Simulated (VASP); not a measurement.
# Ti (P6_3/mmc) in VASP: relaxation of cell and atoms with r2SCAN

Aim: the relaxation of cell and atoms of Ti with r2SCAN.

All numbers are computed with VASP 6.6.1; they aren't measurements. Logs are shortened: lines on timing, memory, paths and dates and some standing lists are left out, and cuts for length are marked.

### 1 The cell of the first run

The structure is hexagonal, space group P6_3/mmc (No. 194). Conventional cell: a = 2.950 Å, b = 2.950 Å, c = 4.680 Å, α = 90.00°, β = 90.00°, γ = 120.00°. Within 3.8 Å of Ti (site symmetry -6m2) lie 12 Ti at 2.89 to 2.95 Å.

### 2 Relaxation of cell and atoms, r2SCAN

Contents of POSCAR:

```
Ti
1.0
    2.9500000000      0.0000000000      0.0000000000
   -1.4750000000      2.5547749412      0.0000000000
    0.0000000000      0.0000000000      4.6800000000
Ti
2
Direct
    0.3333333333      0.6666666667      0.2500000000
    0.6666666667      0.3333333333      0.7500000000
```

Contents of INCAR.step1:

```
SYSTEM = Ti
ALGO     = Normal         ! electronic algorithm
EDIFF    = 1E-4           ! SCF threshold, eV
ENCUT    = 600            ! plane-wave cutoff, eV
GGA      = PE             ! functional
ISMEAR   = 0              ! smearing method
LASPH    = .True.         ! aspherical terms in the spheres
LCHARG   = .False.        ! write CHGCAR
LREAL    = .False.        ! projectors in reciprocal space
LWAVE    = .True.         ! write WAVECAR
NELM     = 60             ! most SCF steps
PREC     = Accurate       ! precision mode
SIGMA    = 0.1            ! smearing width, eV
```

Contents of INCAR.step2:

```
SYSTEM = Ti
ALGO     = Normal         ! electronic algorithm
EDIFF    = 1E-6           ! SCF threshold, eV
EDIFFG   = -0.005         ! ionic threshold
ENCUT    = 600            ! plane-wave cutoff, eV
IBRION   = 2              ! ionic algorithm
ISIF     = 3              ! what is computed and relaxed
ISMEAR   = 0              ! smearing method
ISTART   = 1            
LASPH    = .True.         ! aspherical terms in the spheres
LCHARG   = .False.        ! write CHGCAR
LMIXTAU  = .True.       
LREAL    = .False.        ! projectors in reciprocal space
LWAVE    = .False.        ! write WAVECAR
METAGGA  = R2SCAN         ! meta-GGA
NELM     = 60             ! most SCF steps
NSW      = 100            ! ionic steps
PREC     = Accurate       ! precision mode
SIGMA    = 0.1            ! smearing width, eV
```

Contents of KPOINTS:

```
k-points
0
Gamma
  18 18 10
  0 0 0
```

Potentials or basis: VASP PAW PBE potentials, release 64 (Ti_sv).

Run with:

```sh
cat potpaw_PBE.64/Ti_sv/POTCAR > POTCAR
cp INCAR.step1 INCAR
mpirun -np 1 vasp_std > vasp.out
cp INCAR.step2 INCAR
mpirun -np 1 vasp_std > vasp.out
```

OUTCAR:

```text
SYSTEM = Ti
   EDIFF = 1E-6
   EDIFFG = -0.005
   ENCUT = 600
   IBRION = 2
   ISIF = 3
   ISMEAR = 0
   ISTART = 1
   LASPH = .True.
   LREAL = .False.
   METAGGA = R2SCAN
   NELM = 60
   NSW = 100
   PREC = Accurate

 ion  position               nearest neighbor table
   1  0.333  0.667  0.250-   2 2.89   2 2.89   2 2.89   2 2.89   2 2.89   2 2.89
   2  0.667  0.333  0.750-   1 2.89   1 2.89   1 2.89   1 2.89   1 2.89   1 2.89

  LATTYP: Found a hexagonal cell.
 ALAT       =     2.9500000000
 C/A-ratio  =     1.5864406780

  Lattice vectors:

 A1 = (   2.9500000000,   0.0000000000,   0.0000000000)
 A2 = (  -1.4750000000,   2.5547749412,   0.0000000000)
 A3 = (   0.0000000000,   0.0000000000,   4.6800000000)

Analysis of symmetry for initial positions (statically):
=====================================================================
 Subroutine PRICEL returns:
 Original cell was already a primitive cell.

 Routine SETGRP: Setting up the symmetry group for a
 hexagonal supercell.

 Subroutine GETGRP returns: Found 24 space group operations
 (whereof 12 operations were pure point group operations)
 out of a pool of 24 trial point group operations.

The static configuration has the point symmetry D_3d.
 The point group associated with its full space group is D_6h.

Analysis of symmetry for dynamics (positions and initial velocities):
=====================================================================
 Subroutine PRICEL returns:
 Original cell was already a primitive cell.

 Routine SETGRP: Setting up the symmetry group for a
 hexagonal supercell.

 Subroutine GETGRP returns: Found 24 space group operations
 (whereof 12 operations were pure point group operations)
 out of a pool of 24 trial point group operations.

The dynamic configuration has the point symmetry D_3d.
 The point group associated with its full space group is D_6h.

 Subroutine INISYM returns: Found 24 space group operations
 (whereof 12 operations are pure point group operations),
 and found     1 'primitive' translations

----------------------------------------------------------------------------------------

                                     Primitive cell

  volume of cell :      35.2712

  direct lattice vectors                    reciprocal lattice vectors
     2.950000000  0.000000000  0.000000000     0.338983051  0.195711956  0.000000000
    -1.475000000  2.554774941  0.000000000     0.000000000  0.391423911  0.000000000
     0.000000000  0.000000000  4.680000000     0.000000000  0.000000000  0.213675214

  length of vectors
     2.950000000  2.950000000  4.680000000     0.391423911  0.391423911  0.213675214

  position of ions in fractional coordinates (direct lattice)
     0.333333333  0.666666667  0.250000000
     0.666666667  0.333333333  0.750000000

  ion indices of the primitive-cell ions
   primitive index   ion index
                 1           1
                 2           2

----------------------------------------------------------------------------------------

 KPOINTS: k-points

Automatic generation of k-mesh.
 Grid dimensions read from file:
 generate k-points for:   18   18   10

 Generating k-lattice:

  Cartesian coordinates                     Fractional coordinates (reciprocal lattice)
     0.018832392  0.010872886  0.000000000     0.055555556 -0.000000000  0.000000000
     0.000000000  0.021745773  0.000000000     0.000000000  0.055555556  0.000000000
     0.000000000  0.000000000  0.021367521     0.000000000  0.000000000  0.100000000

  Length of vectors
     0.021745773  0.021745773  0.021367521

  Shift w.r.t. Gamma in fractional coordinates (k-lattice)
     0.000000000  0.000000000  0.000000000

 Subroutine IBZKPT returns following result:
 ===========================================

 Found    222 irreducible k-points:

 Following reciprocal coordinates:
            Coordinates               Weight
  0.000000  0.000000  0.000000      1.000000
  0.055556  0.000000  0.000000      6.000000
  0.111111  0.000000  0.000000      6.000000
  0.166667  0.000000  0.000000      6.000000
  0.222222  0.000000  0.000000      6.000000
  0.277778  0.000000  0.000000      6.000000
[... 16 lines left out ...]
  0.333333  0.111111  0.000000     12.000000
  0.388889  0.111111  0.000000     12.000000
 [... further k-points ...]
   k-points           NKPTS =    222   k-points in BZ     NKDIM =    222   number of bands    NBANDS=     16
   number of dos      NEDOS =    301   number of ions     NIONS =      2
   total plane-waves  NPLWV =  23040
   dimension x,y,z NGX =    24 NGY =   24 NGZ =   40
   dimension x,y,z NGXF=    48 NGYF=   48 NGZF=   80
   ions per type =               2
   NGX,Y,Z   is equivalent  to a cutoff of  13.53, 13.53, 14.21 a.u.
   NGXF,Y,Z  is equivalent  to a cutoff of  27.05, 27.05, 28.42 a.u.
 SYSTEM =  Ti
   PREC   = accura    normal or accurate (medium, high low for compatibility)
   ISTART =      1    job   : 0-new  1-cont  2-samecut
   ICHARG =      0    charge: 1-file 2-atom 10-const
   ISPIN  =      1    spin polarized calculation?
   LNONCOLLINEAR =      F non collinear calculations
   LSORBIT =      F    spin-orbit coupling
   LASPH  =      T    aspherical Exc in radial PAW
   ENCUT  =  600.0 eV  44.10 Ry    6.64 a.u.   5.89  5.89  9.35*2*pi/ulx,y,z
   NELM   =     60;   NELMIN=  2; NELMDL=  0     # of ELM steps
   EDIFF  = 0.1E-05   stopping-criterion for ELM
   LREAL  =      F    real-space projection
   EDIFFG = -.5E-02   stopping-criterion for IOM
   NSW    =    100    number of steps for IOM
   IBRION =      2    ionic relax: 0-MD 1-quasi-New 2-CG
   NFREE  =      1    steps in history (QN), initial steepest desc. (CG)
   ISIF   =      3    stress and relaxation
   ISYM   =      2    0-nonsym 1-usesym 2-fastsym
   POTIM  = 0.5000    time-step for ionic-motion
   TEBEG  =    0.0;   TEEND  =   0.0 temperature during run
   PSTRESS=    0.0 pullay stress
   NELECT =      24.0000    total number of electrons
   NUPDOWN=      -1.0000    fix difference up-down
   EMIN   =  10.00;   EMAX   =-10.00  energy-range for DOS
   EFERMI =   0.00;   METHOD = LEGACY
   ISMEAR =     0;   SIGMA  =   0.10  broadening in eV -4-tet -1-fermi 0-gaus
   EFERMI_NEDOS =   21; number of points for ismear=-14 and -15
   IALGO  =     38    algorithm
   IMIX   =      4    mixing-type and parameters
     AMIX     =   0.40;   BMIX     =  1.00
     AMIX_MAG =   1.60;   BMIX_MAG =  1.00
  volume/ion in A,a.u.               =      17.64       119.01
  Fermi-wavevector in a.u.,A,eV,Ry     =   1.439920  2.721055 28.209912  2.073370
  Thomas-Fermi vector in A             =   2.558722
   LORBIT       =      0    0 simple, 1 ext, 2 COOP (PROOUT), +10 PAW based schemes
   METAGGA = R2SCAN    functional components
   LHFCALC =     F    Hartree Fock is set to
   AEXX    =    0.0000 exact exchange contribution
   IVDW    =     0    specifies the selected vdW correction
   LEPSILON=     F    determine dielectric tensor
   LRPA    =     F    only Hartree local field effects (RPA)
 conjugate gradient relaxation of ions
 non-spin polarized calculation
 Gauss-broadening in eV      SIGMA  =   0.10
  energy-cutoff  :      600.00
  volume of cell :       35.27
 maximum number of plane-waves:      1194
 NGX is ok and might be reduce to    24
   NGX = 11   NGY = 11   NGZ = 19

--------------------------------------- Ionic step        1  -------------------------------------------

 number of electron      23.9999997 magnetization

 Free energy of the ion-electron system (eV)
  ---------------------------------------------------
  ext. energy  EPLUGINS =         0.00000000
  ---------------------------------------------------
  free energy    TOTEN  =       -25.90213868 eV

  energy without entropy =      -25.89364292  energy(sigma->0) =      -25.89789080

------------------------ aborting loop because EDIFF is reached ----------------------------------------

  FORCE on cell =-STRESS in cart. coord.  units (eV):
  Direction    XX          YY          ZZ          XY          YZ          ZX
  --------------------------------------------------------------------------------------
  -------------------------------------------------------------------------------------
  Total       -0.3544303     -0.3544303     -0.4540682     -0.0000000     -0.0000000      0.0000000
  in kB      -16.0998140    -16.0998140    -20.6258151     -0.0000000     -0.0000000      0.0000000
  external PRESSURE =     -17.6084810 kB  Pullay stress =       0.0000000 kB
[... 165 lines left out ...]
  energy  without entropy=      -25.8969072318  energy(sigma->0) =      -25.90108528

--------------------------------------- Ionic step        6  -------------------------------------------

 number of electron      23.9999994 magnetization

 Free energy of the ion-electron system (eV)
  ---------------------------------------------------
  ext. energy  EPLUGINS =         0.00000000
  ---------------------------------------------------
  free energy    TOTEN  =       -25.90527731 eV

  energy without entropy =      -25.89692476  energy(sigma->0) =      -25.90110104

 E-fermi :   8.4112     XC(G=0): -12.3983

 val. band max:        8.4104801029   @ k =   0.1667   0.0000   0.4000
 cond. band min:       8.4137496757   @ k =   0.3333   0.2778   0.3000
 fundamental gap:      0.0032695728
 Fermi energy:         8.4112271779

 k-point     1 :       0.0000    0.0000    0.0000
  band No.  band energies     occupation
      1     -50.8368      2.00000
      2     -50.6917      2.00000
      3     -26.4016      2.00000
      4     -25.7312      2.00000
      5     -25.7312      2.00000
      6     -25.6602      2.00000
[... 8 lines left out ...]
     15       9.8010      0.00000
     16       9.8010      0.00000
[... 420 lines left out ...]
  band No.  band energies     occupation
      1     -50.7136      2.00000
      2     -50.6661      2.00000
      3     -26.1921      2.00000
      4     -26.0814      2.00000
      5     -26.0679      2.00000
      6     -25.9034      2.00000
[... 8 lines left out ...]
     15       9.6750      0.00000
     16      11.6841      0.00000

 [... further k-points ...]

------------------------ aborting loop because EDIFF is reached ----------------------------------------

  FORCE on cell =-STRESS in cart. coord.  units (eV):
  Direction    XX          YY          ZZ          XY          YZ          ZX
  --------------------------------------------------------------------------------------
  -------------------------------------------------------------------------------------
  Total        0.0024928      0.0024928      0.0020383      0.0000000      0.0000000      0.0000000
  in kB        0.1150162      0.1150162      0.0940462      0.0000000      0.0000000      0.0000000
  external PRESSURE =       0.1080262 kB  Pullay stress =       0.0000000 kB
[... 17 lines left out ...]
  FREE ENERGIE OF THE ION-ELECTRON SYSTEM (eV)
  ---------------------------------------------------
  free  energy   TOTEN  =       -25.9052773089 eV

  energy  without entropy=      -25.8969247626  energy(sigma->0) =      -25.90110104

 reached required accuracy - stopping structural energy minimisation
```

Wall time 75 min (1 thread of Oxide Virtual Turin-like, shared host); peak memory 0.24 GiB.

What came out:

```yaml
Free_energy: -25.9053 eV
Relaxed_volume: 17.36 Å³/atom
Relaxed_cell: a = 2.939 Å, b = 2.939 Å, c = 4.642 Å, α = 90.00°, β = 90.00°, γ = 120.00°
Space_group_after_relaxing_to_0.1_Å: P6_3/mmc (No. 194)
Energy_gained_by_relaxing: 1.6 meV/atom
Ionic_steps: 6
Pressure_after_relaxing: 0.0 GPa
Band_gap_on_the_k_mesh: zero (bands 12 and 13 overlap by 1.23 eV)
```

Step by step:
```csv
step,energy change (eV),largest force (eV/Å),pressure (GPa),volume (Å³)
1,0.0000,0.0000,-1.76,35.27
2,-0.0011,0.0000,1.43,34.29
3,-0.0031,0.0000,-0.01,34.73
4,-0.0031,0.0000,0.03,34.72
5,-0.0031,0.0000,0.02,34.72
6,-0.0031,0.0000,0.01,34.72
```

Final structure:
```cif
data_structure
_symmetry_space_group_name_H-M 'P 1'
_symmetry_Int_Tables_number 1
_cell_length_a 2.9389
_cell_length_b 2.9389
_cell_length_c 4.6422
_cell_angle_alpha 90.000
_cell_angle_beta 90.000
_cell_angle_gamma 120.000
_cell_volume 34.72
loop_
_atom_site_label
_atom_site_type_symbol
_atom_site_fract_x
_atom_site_fract_y
_atom_site_fract_z
_atom_site_occupancy
Ti1 Ti 0.33333 0.66667 0.25000 1
Ti2 Ti 0.66667 0.33333 0.75000 1
```

Caveat: the PAW data sets were made with another functional, which shifts forces and pressure a little.
